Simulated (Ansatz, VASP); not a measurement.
# One calculation of Ni, two programs

The input INCAR:

```
  PREC = Accurate
  ENCUT = 520
  EDIFF = 1E-6
  ISMEAR = -1
  SIGMA = 0.05
  LREAL = False
  LASPH = True
  NELM = 150
  ALGO = Normal
  ISIF = 2
  LWAVE = False
  LCHARG = False
  ISPIN = 2
  MAGMOM = 1 1
  LORBIT = 11
  LMAXMIX = 4
  GGA = PE
  NBANDS = 21
```

KPOINTS

```
regular mesh
0
Gamma
  15 10 15
```

POSCAR

```
Ni
1.0
   -1.7593077733      1.7593077733      0.0000000000
    0.0000000000      0.0000000000      3.5186155466
    1.7593077733      1.7593077733      0.0000000000
Ni
2
Direct
    0.0000000000      0.0000000000      0.0000000000
    0.5000000000      0.5000000000      0.5000000000
```

Input for Ansatz:

```yaml
crystal:
  lattice:
    - [-1.7593077733, 1.7593077733, 0.0]
    - [0.0, 0.0, 3.5186155466]
    - [1.7593077733, 1.7593077733, 0.0]
  atoms:
    - { symbol: Ni, position: [0.0, 0.0, 0.0], spin: 1.0 }
    - { symbol: Ni, position: [0.5, 0.5, 0.5], spin: 1.0 }
magnetization:
  spin_polarized: true
kpoints:
  mp_grid: { grid: [15, 10, 15] }
scf:
  occupations: { method: fermi_dirac, width: 0.05 }
hamiltonian:
  xc: pbe
  pseudopotentials: { kind: all_electron, lapw: { basis_error: 0.001 } }
output:
  forces: true
  stress: true
  eigenvalues: true
```

Alike in both runs: task single point; functional PBE; k mesh 15 × 10 × 15; occupations fermi-dirac, width 0.05 eV; collinear spin.

```csv
,VASP,Ansatz
version,VASP 6.6.1,Ansatz 0.2.0
potentials or method,"VASP PAW PBE potentials, release 64 (Ni), cutoff 520 eV","all-electron LAPW, scalar-relativistic"
```

```tsv
	VASP	Ansatz	Ansatz less VASP
pressure (GPa)	0.0	0.0	+0.05
traceless stress, the component that is largest in VASP (GPa)	-0.06	-0.02	+0.033
net moment per atom (μB)	0.64	0.65	+0.008
size of the moment on the site where the two differ most (μB)	0.65	0.67	+0.021
```

Site moments also hang on the region over which each program counts them. Ansatz ran all-electron here, and VASP with PAW potentials.
